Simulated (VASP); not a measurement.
A run of VASP 6.6.1 is set up as follows.

INCAR

```
SYSTEM = PC4
PREC = Accurate
ENCUT = 600
EDIFF = 1E-7
ISMEAR = 0
SIGMA = 0.1
LREAL = .FALSE.
LASPH = .TRUE.
NELM = 100
ALGO = Normal
ISIF = 3
LWAVE = .FALSE.
LCHARG = .FALSE.
GGA = PE
IBRION = 2
NSW = 90
EDIFFG = -0.04
```

KPOINTS

```
Automatic mesh
0
G
  6 6 2
  0 0 0
```

File POSCAR:

```
PC4
1.0
    2.1944152700     -1.5512918500      0.0000000000
    2.1944152700      1.5512918500      0.0000000000
   -0.8753270500      0.0000000000      9.8421142700
P C
1 4
Direct
    0.0000000000      0.0000000000      0.0000000000
    0.6130560000      0.6130560000      0.8219469800
    0.1987099900      0.1987099900      0.6059489800
    0.8012900100      0.8012900100      0.3940510200
    0.3869440000      0.3869440000      0.1780530200
```

Potentials or basis: VASP PAW PBE potentials, release 64 (P, C).

Run with:

```sh
$ cat potpaw_PBE.64/P/POTCAR potpaw_PBE.64/C/POTCAR > POTCAR
$ mpirun -np 1 vasp_std > vasp.out
```

(1) What does it give for the relaxed cell?

(2) Predict the relaxed volume.

(3) Estimate the space group after relaxing (to 0.1 Å).

(4) Estimate the band gap on the k mesh.

## Answers

(1) a = 3.210 Å, b = 3.210 Å, c = 8.456 Å, α = 127.47°, β = 127.47°, γ = 45.09°.

(2) 9.29 Å³/atom.

(3) C2/m (No. 12).

(4) zero (an odd number of electrons rules out a gap without spin polarisation).

Caveat: the k points lie up to 0.49 Å⁻¹ apart in the final cell, too coarse for converged energies and pressures of a metal; the volume moved by over 15 % at a fixed basis, so the end points are rough.
